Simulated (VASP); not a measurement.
Here is a VASP 6.6.1 calculation.

The input INCAR:

```
SYSTEM = CoSi
PREC     = Accurate       ! precision mode
ENCUT    = 600            ! plane-wave cutoff, eV
EDIFF    = 1E-7           ! SCF threshold, eV
ISMEAR   = -1             ! smearing method
SIGMA    = 0.1            ! smearing width, eV
LREAL    = .False.        ! projectors in reciprocal space
LASPH    = .True.         ! aspherical terms in the spheres
NELM     = 100            ! most SCF steps
ALGO     = Normal         ! electronic algorithm
ISIF     = 3              ! what is computed and relaxed
LWAVE    = .False.        ! write WAVECAR
LCHARG   = .False.        ! write CHGCAR
GGA      = PE             ! functional
IBRION   = 2              ! ionic algorithm
NSW      = 60             ! ionic steps
EDIFFG   = -0.005         ! ionic threshold
PSTRESS  = 340.0
```

The input KPOINTS:

```
Automatic mesh
0
Gamma
  15 15 15
  0 0 0
```

The input POSCAR:

```
CoSi
1.0
    0.0000000000      2.2179446324      2.2179446324
    2.2179446324      0.0000000000      2.2179446324
    2.2179446324      2.2179446324      0.0000000000
Co Si
1 1
Direct
    0.0000000000      0.0000000000      0.0000000000
    0.5000000000      0.5000000000      0.5000000000
```

Potentials or basis: VASP PAW PBE potentials, release 64 (Co, Si).

Launch:

```bash
$ cat potpaw_PBE.64/Co/POTCAR potpaw_PBE.64/Si/POTCAR > POTCAR
$ mpirun -np 1 vasp_std > vasp.out
```

Question: Predict the relaxed volume.

Answer: 10.90 Å³/atom.

Question: What does it give for the relaxed cell?

Answer: a = 3.135 Å, b = 3.135 Å, c = 3.135 Å, α = 60.00°, β = 60.00°, γ = 60.00°.

Final structure:
```
Co Si
1.0
     0.00000    2.21708    2.21708
     2.21708    0.00000    2.21708
     2.21708    2.21708    0.00000
Co Si
1 1
Direct
  0.00000 0.00000 0.00000
  0.50000 0.50000 0.50000
```

Caveat: the cell is relaxed towards a set pressure, so the enthalpy falls and the energy may rise. Spin polarisation is off, so any magnetic state and its effect on volume and gap are missing.
